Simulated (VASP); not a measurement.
# Ta (P-1) in VASP: single point with LDA

Aim: the single point of Ta with LDA.

Everything below comes from runs of VASP 6.6.1. Logs are shortened: lines on timing, memory, paths and dates and some standing lists are left out, and cuts for length are marked.

### 1 The cell of the first run

The typed cell holds 2 atoms: a = 2.839 Å, b = 2.839 Å, c = 5.066 Å, α = 90.00°, β = 90.00°, γ = 120.00°.

### 2 Single point, LDA (atoms moved at random)

INCAR reads:

```
PREC     = Accurate       # precision mode
ENCUT    = 520            # plane-wave cutoff, eV
EDIFF    = 1E-6           # SCF threshold, eV
ISMEAR   = 0              # smearing method
SIGMA    = 0.15           # smearing width, eV
LREAL    = F              # projectors in reciprocal space
LASPH    = T              # aspherical terms in the spheres
NELM     = 80             # most SCF steps
ALGO     = Fast           # electronic algorithm
ISIF     = 2              # what is computed and relaxed
LWAVE    = F              # write WAVECAR
LCHARG   = T              # write CHGCAR
GGA      = CA             # functional
LELF     = T              # ELF
LVHAR    = T            
NBANDS   = 18             # bands
```

KPOINTS reads:

```
regular mesh
0
Gamma
  12 12 8
```

POSCAR reads:

```
Ta
1.0
    2.8385205507      0.0000000000      0.0000000000
   -1.4192602754      2.4582309061      0.0000000000
    0.0000000000      0.0000000000      5.0658835793
Ta
2
Direct
    0.5397423609      0.2535896694      0.7510455505
    0.4602576391      0.7464103306      0.2489544495
```

Potentials or basis: VASP PAW LDA potentials, release 64 (Ta_pv).

On the command line:

```bash
$ cat potpaw_LDA.64/Ta_pv/POTCAR > POTCAR
$ mpirun -np 1 vasp_std > vasp.out
```

OUTCAR:

```text
PREC = Accurate
   ENCUT = 520
   EDIFF = 1E-6
   ISMEAR = 0
   LREAL = F
   LASPH = T
   NELM = 80
   ISIF = 2
   GGA = CA

 ion  position               nearest neighbor table
   1  0.540  0.254  0.751-   2 2.86   2 2.88   2 2.95   2 2.97   2 3.39   2 3.41
   2  0.460  0.746  0.249-   1 2.86   1 2.88   1 2.95   1 2.97   1 3.39   1 3.41

  LATTYP: Found a hexagonal cell.
 ALAT       =     2.8385205507
 C/A-ratio  =     1.7846915281

  Lattice vectors:

 A1 = (   2.8385205507,   0.0000000000,   0.0000000000)
 A2 = (  -1.4192602754,   2.4582309061,   0.0000000000)
 A3 = (   0.0000000000,   0.0000000000,   5.0658835793)

Analysis of symmetry for initial positions (statically):
=====================================================================
 Subroutine PRICEL returns:
 Original cell was already a primitive cell.

 Routine SETGRP: Setting up the symmetry group for a
 hexagonal supercell.

 Subroutine GETGRP returns: Found  2 space group operations
 (whereof  2 operations were pure point group operations)
 out of a pool of 24 trial point group operations.

The static configuration has the point symmetry S_2 .

Analysis of symmetry for dynamics (positions and initial velocities):
=====================================================================
 Subroutine PRICEL returns:
 Original cell was already a primitive cell.

 Routine SETGRP: Setting up the symmetry group for a
 hexagonal supercell.

 Subroutine GETGRP returns: Found  2 space group operations
 (whereof  2 operations were pure point group operations)
 out of a pool of 24 trial point group operations.

The dynamic configuration has the point symmetry S_2 .

 Subroutine INISYM returns: Found  2 space group operations
 (whereof  2 operations are pure point group operations),
 and found     1 'primitive' translations

----------------------------------------------------------------------------------------

                                     Primitive cell

  volume of cell :      35.3484

  direct lattice vectors                    reciprocal lattice vectors
     2.838520551  0.000000000  0.000000000     0.352296199  0.203398305  0.000000000
    -1.419260275  2.458230906  0.000000000     0.000000000  0.406796610  0.000000000
     0.000000000  0.000000000  5.065883579     0.000000000  0.000000000  0.197398930

  length of vectors
     2.838520551  2.838520551  5.065883579     0.406796610  0.406796610  0.197398930

  position of ions in fractional coordinates (direct lattice)
     0.539742361  0.253589669  0.751045551
     0.460257639  0.746410331  0.248954449

  ion indices of the primitive-cell ions
   primitive index   ion index
                 1           1
                 2           2

----------------------------------------------------------------------------------------

 KPOINTS: regular mesh

Automatic generation of k-mesh.
 Grid dimensions read from file:
 generate k-points for:   12   12    8

 Generating k-lattice:

  Cartesian coordinates                     Fractional coordinates (reciprocal lattice)
     0.029358017  0.016949859  0.000000000     0.083333333  0.000000000  0.000000000
     0.000000000  0.033899718  0.000000000     0.000000000  0.083333333  0.000000000
     0.000000000  0.000000000  0.024674866     0.000000000  0.000000000  0.125000000

  Length of vectors
     0.033899718  0.033899718  0.024674866

  Shift w.r.t. Gamma in fractional coordinates (k-lattice)
     0.000000000  0.000000000  0.000000000

 Subroutine IBZKPT returns following result:
 ===========================================

 Found    580 irreducible k-points:

 Following reciprocal coordinates:
            Coordinates               Weight
  0.000000  0.000000  0.000000      1.000000
  0.083333  0.000000  0.000000      2.000000
  0.000000  0.083333  0.000000      2.000000
 -0.083333  0.083333  0.000000      2.000000
  0.166667  0.000000  0.000000      2.000000
  0.000000  0.166667  0.000000      2.000000
[... 16 lines left out ...]
  0.166667  0.083333  0.000000      2.000000
 -0.083333  0.250000  0.000000      2.000000
 [... further k-points ...]
   k-points           NKPTS =    580   k-points in BZ     NKDIM =    580   number of bands    NBANDS=     18
   number of dos      NEDOS =    301   number of ions     NIONS =      2
   total plane-waves  NPLWV =  23040
   dimension x,y,z NGX =    24 NGY =   24 NGZ =   40
   dimension x,y,z NGXF=    48 NGYF=   48 NGZF=   80
   ions per type =               2
   NGX,Y,Z   is equivalent  to a cutoff of  14.06, 14.06, 13.13 a.u.
   NGXF,Y,Z  is equivalent  to a cutoff of  28.11, 28.11, 26.25 a.u.
 SYSTEM =  unknown system
   PREC   = accura    normal or accurate (medium, high low for compatibility)
   ISTART =      0    job   : 0-new  1-cont  2-samecut
   ICHARG =      2    charge: 1-file 2-atom 10-const
   ISPIN  =      1    spin polarized calculation?
   LNONCOLLINEAR =      F non collinear calculations
   LSORBIT =      F    spin-orbit coupling
   LASPH  =      T    aspherical Exc in radial PAW
   ENCUT  =  520.0 eV  38.22 Ry    6.18 a.u.   5.28  5.28  9.42*2*pi/ulx,y,z
   NELM   =     80;   NELMIN=  2; NELMDL= -5     # of ELM steps
   EDIFF  = 0.1E-05   stopping-criterion for ELM
   LREAL  =      F    real-space projection
   EDIFFG = 0.1E-04   stopping-criterion for IOM
   NSW    =      0    number of steps for IOM
   IBRION =     -1    ionic relax: 0-MD 1-quasi-New 2-CG
   NFREE  =      0    steps in history (QN), initial steepest desc. (CG)
   ISIF   =      2    stress and relaxation
   ISYM   =      2    0-nonsym 1-usesym 2-fastsym
   POTIM  = 0.5000    time-step for ionic-motion
   TEBEG  =    0.0;   TEEND  =   0.0 temperature during run
   PSTRESS=    0.0 pullay stress
   NELECT =      22.0000    total number of electrons
   NUPDOWN=      -1.0000    fix difference up-down
   EMIN   =  10.00;   EMAX   =-10.00  energy-range for DOS
   EFERMI =   0.00;   METHOD = LEGACY
   ISMEAR =     0;   SIGMA  =   0.15  broadening in eV -4-tet -1-fermi 0-gaus
   EFERMI_NEDOS =   21; number of points for ismear=-14 and -15
   IALGO  =     68    algorithm
   IMIX   =      4    mixing-type and parameters
     AMIX     =   0.40;   BMIX     =  1.00
     AMIX_MAG =   1.60;   BMIX_MAG =  1.00
  volume/ion in A,a.u.               =      17.67       119.27
  Fermi-wavevector in a.u.,A,eV,Ry     =   1.397738  2.641342 26.581312  1.953671
  Thomas-Fermi vector in A             =   2.520965
   LORBIT       =      0    0 simple, 1 ext, 2 COOP (PROOUT), +10 PAW based schemes
   GGA     = CA    functional components
   LHFCALC =     F    Hartree Fock is set to
   AEXX    =    0.0000 exact exchange contribution
   IVDW    =     0    specifies the selected vdW correction
   LEPSILON=     F    determine dielectric tensor
   LRPA    =     F    only Hartree local field effects (RPA)
 non-spin polarized calculation
 RMM-DIIS sequential band-by-band and
 Gauss-broadening in eV      SIGMA  =   0.15
  energy-cutoff  :      520.00
  volume of cell :       35.35
 maximum number of plane-waves:       972
 NGX is ok and might be reduce to    24
   NGX = 11   NGY = 11   NGZ = 19

 number of electron      21.9999999 magnetization

 Free energy of the ion-electron system (eV)
  ---------------------------------------------------
  ext. energy  EPLUGINS =         0.00000000
  ---------------------------------------------------
  free energy    TOTEN  =       -25.28583160 eV

  energy without entropy =      -25.26263647  energy(sigma->0) =      -25.27423404

 E-fermi :   5.8797     XC(G=0): -12.8775

 val. band max:        5.8773167004   @ k =  -0.3333   0.4167   0.0000
 cond. band min:       5.8825081866   @ k =  -0.2500   0.0000   0.2500
 fundamental gap:      0.0051914862
 Fermi energy:         5.8797068728

 k-point     1 :       0.0000    0.0000    0.0000
  band No.  band energies     occupation
      1     -28.5114      2.00000
      2     -27.3790      2.00000
      3     -27.3235      2.00000
      4     -27.2592      2.00000
      5     -27.2058      2.00000
      6     -27.1196      2.00000
[... 10 lines left out ...]
     17      10.9143      0.00000
     18      12.8064      0.00000

 k-point     2 :       0.0833    0.0000    0.0000
  band No.  band energies     occupation
      1     -28.4919      2.00000
      2     -27.3731      2.00000
      3     -27.3581      2.00000
      4     -27.3445      2.00000
      5     -27.2883      2.00000
      6     -27.1391      2.00000
[... 10 lines left out ...]
     17      10.8374      0.00000
     18      12.7622      0.00000

 k-point     3 :       0.0000    0.0833    0.0000
  band No.  band energies     occupation
      1     -28.4811      2.00000
      2     -27.3998      2.00000
      3     -27.3848      2.00000
      4     -27.3026      2.00000
      5     -27.2387      2.00000
      6     -27.1912      2.00000
[... 10 lines left out ...]
     17      10.7263      0.00000
     18      13.1374      0.00000

 k-point     4 :      -0.0833    0.0833    0.0000
  band No.  band energies     occupation
      1     -28.4815      2.00000
      2     -27.3995      2.00000
      3     -27.3843      2.00000
      4     -27.3081      2.00000
      5     -27.2396      2.00000
      6     -27.1850      2.00000
[... 10 lines left out ...]
     17      10.6213      0.00000
     18      13.1283      0.00000

 k-point     5 :       0.1667    0.0000    0.0000
  band No.  band energies     occupation
      1     -28.4382      2.00000
      2     -27.6199      2.00000
      3     -27.5109      2.00000
      4     -27.4018      2.00000
      5     -27.3570      2.00000
      6     -27.1918      2.00000
[... 10 lines left out ...]
     17      11.4408      0.00000
     18      12.6325      0.00000

 k-point     6 :       0.0000    0.1667    0.0000
  band No.  band energies     occupation
      1     -28.3940      2.00000
      2     -27.6234      2.00000
      3     -27.5103      2.00000
      4     -27.4065      2.00000
      5     -27.3187      2.00000
      6     -27.2787      2.00000
[... 10 lines left out ...]
     17      10.5490      0.00000
     18      14.1047      0.00000

 k-point     7 :      -0.1667    0.1667    0.0000
  band No.  band energies     occupation
      1     -28.3960      2.00000
      2     -27.6241      2.00000
      3     -27.5200      2.00000
      4     -27.4043      2.00000
      5     -27.3100      2.00000
      6     -27.2767      2.00000
[... 10 lines left out ...]
     17      10.2532      0.00000
     18      14.0511      0.00000

 k-point     8 :       0.2500    0.0000    0.0000
  band No.  band energies     occupation
      1     -28.3637      2.00000
      2     -27.9619      2.00000
      3     -27.8059      2.00000
      4     -27.4790      2.00000
      5     -27.3354      2.00000
      6     -27.2629      2.00000
[... 10 lines left out ...]
     17      12.2080      0.00000
     18      12.4658      0.00000
[... 229 lines left out ...]
     17      13.5010      0.00000
     18      13.5236      0.00000

 k-point    20 :       0.0833    0.0833    0.0000
  band No.  band energies     occupation
      1     -28.4436      2.00000
      2     -27.5034      2.00000
      3     -27.4958      2.00000
      4     -27.3752      2.00000
      5     -27.3307      2.00000
      6     -27.2104      2.00000
[... 10 lines left out ...]
     17      10.8884      0.00000
     18      13.2871      0.00000

 k-point    21 :      -0.0833    0.1667    0.0000
  band No.  band energies     occupation
      1     -28.4129      2.00000
      2     -27.5615      2.00000
      3     -27.4096      2.00000
      4     -27.3958      2.00000
      5     -27.3111      2.00000
      6     -27.2762      2.00000
[... 10 lines left out ...]
     17      10.0728      0.00000
     18      13.9041      0.00000

 k-point    22 :      -0.1667    0.0833    0.0000
  band No.  band energies     occupation
      1     -28.4449      2.00000
      2     -27.5079      2.00000
      3     -27.4961      2.00000
      4     -27.3738      2.00000
      5     -27.3322      2.00000
      6     -27.2037      2.00000
[... 10 lines left out ...]
     17      10.8481      0.00000
     18      13.2125      0.00000

 k-point    23 :       0.1667    0.0833    0.0000
  band No.  band energies     occupation
      1     -28.3784      2.00000
      2     -27.8043      2.00000
      3     -27.7103      2.00000
      4     -27.4430      2.00000
      5     -27.3574      2.00000
      6     -27.2721      2.00000
[... 10 lines left out ...]
     17      11.0259      0.00000
     18      13.6796      0.00000

 k-point    24 :      -0.0833    0.2500    0.0000
  band No.  band energies     occupation
      1     -28.2943      2.00000
      2     -27.8103      2.00000
      3     -27.6874      2.00000
      4     -27.4506      2.00000
      5     -27.3903      2.00000
      6     -27.3522      2.00000
[... 10 lines left out ...]
     17      10.0798      0.00000
     18      14.6697      0.00000

 [... further k-points ...]
[... 5 lines left out ...]
  --------------------------------------------------------------------------------------
  -------------------------------------------------------------------------------------
  Total       -0.1848448      2.0665908     -1.8680481     -1.7281364      0.0038064      0.0290096
  in kB       -8.3781450     93.6688429    -84.6698362    -78.3282950      0.1725278      1.3148699
  external PRESSURE =       0.2069539 kB  Pullay stress =       0.0000000 kB

 VOLUME and BASIS-vectors are now :
 -----------------------------------------------------------------------------
  energy-cutoff  :      520.00
  volume of cell :       35.35
      direct lattice vectors                 reciprocal lattice vectors
     2.838520551  0.000000000  0.000000000     0.352296199  0.203398305  0.000000000
    -1.419260275  2.458230906  0.000000000     0.000000000  0.406796610  0.000000000
     0.000000000  0.000000000  5.065883579     0.000000000  0.000000000  0.197398930

 POSITION                                       TOTAL-FORCE (eV/Angst)
 -----------------------------------------------------------------------------------
      1.17216      0.62338      3.80471        -0.517974      0.146490     -0.106326
      0.24710      1.83485      1.26117         0.517974     -0.146490      0.106326
 -----------------------------------------------------------------------------------
    total drift:                               -0.000000      0.000000     -0.000000

  FREE ENERGIE OF THE ION-ELECTRON SYSTEM (eV)
  ---------------------------------------------------
  free  energy   TOTEN  =       -25.2858315978 eV

  energy  without entropy=      -25.2626364739  energy(sigma->0) =      -25.27423404
```

Run time: 7.6 min. Hardware: 1 thread of Intel Xeon 6975P-C, shared host; peak memory 0.39 GiB.

Results:

```
Free energy            : -25.2858 eV
Pressure               : 0.0 GPa
Largest force          : 0.549 eV/Å
Band gap on the k mesh : zero (band 11 reaches 8.19 eV, above the bottom of band 12 at 4.56 eV)
```

Forces on the atoms (eV/Å):
```
Ta  -0.518  0.146 -0.106
Ta   0.518 -0.146  0.106
```

Levels at points of the mesh, in eV from the Fermi level:
```tsv
k point	band 8	band 9	band 10	band 11	band 12	band 13	band 14	band 15
(0.00, 0.00, 0.00)	-4.95	-1.25	0.33	0.40	1.11	1.19	1.62	2.22
(0.50, 0.00, 0.00)	-4.44	-4.03	0.65	0.67	0.82	2.63	6.16	6.88
(0.00, 0.50, 0.00)	-3.63	-2.29	-2.03	-0.57	0.03	1.93	3.96	6.98
(0.50, 0.50, 0.00)	-3.72	-2.81	-1.43	-0.25	-0.24	2.27	3.48	6.99
(0.00, 0.00, 0.50)	-6.29	-1.21	-1.13	0.84	0.84	0.93	0.95	4.15
(0.50, 0.00, 0.50)	-3.80	-2.69	-2.64	0.93	0.95	2.75	2.83	5.94
(0.00, 0.50, 0.50)	-4.69	-2.67	-2.66	2.31	2.31	3.13	3.16	6.68
(0.50, 0.50, 0.50)	-4.66	-2.70	-2.68	2.19	2.19	3.26	3.27	6.69
```

Caveat: the cell differs from its parent crystal (atoms moved at random); spin-orbit coupling is left out, which moves the levels of the heavy elements.
